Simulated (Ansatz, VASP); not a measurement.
# One calculation of HgTe, two programs

```xyz
4
Lattice="4.2336 0.0000 0.0000 -2.1168 3.6664 0.0000 0.0000 0.0000 7.3966" Properties=species:S:1:pos:R:3 pbc="T T T"
Hg    0.0000    0.0000    0.0000
Hg    0.0000    0.0000    3.6983
Te    0.0000    2.4443    1.8491
Te    2.1168    1.2221    5.5474
```

Alike in both runs: task single point; functional PBE; k mesh 6 × 6 × 2; no spin polarisation.

```csv
,VASP,Ansatz
version,VASP 6.6.1,Ansatz 0.2.0
potentials or method,"VASP PAW PBE potentials, release 64 (Hg, Te)",plane waves
plane-wave cutoff (eV),500,420
occupations,"methfessel-paxton of order 1, width 0.2 eV","cold, width 0.2 eV"
valence electrons in the cell,36,72
```

Ansatz gave:

```
pressure (GPa)                                                : 1.0
traceless stress, the component that is largest in VASP (GPa) : 0.40
```

Task: Which values does VASP return?

Result: Pressure (GPa): 1.1; traceless stress, the component that is largest in VASP (GPa): 0.50.

VASP's potentials hold 36 valence electrons a cell and Ansatz's 72, so a difference there can come from the potentials and not from the codes.

The k mesh is coarse, so the values compare programs but aren't converged. Spin-orbit coupling is off throughout.
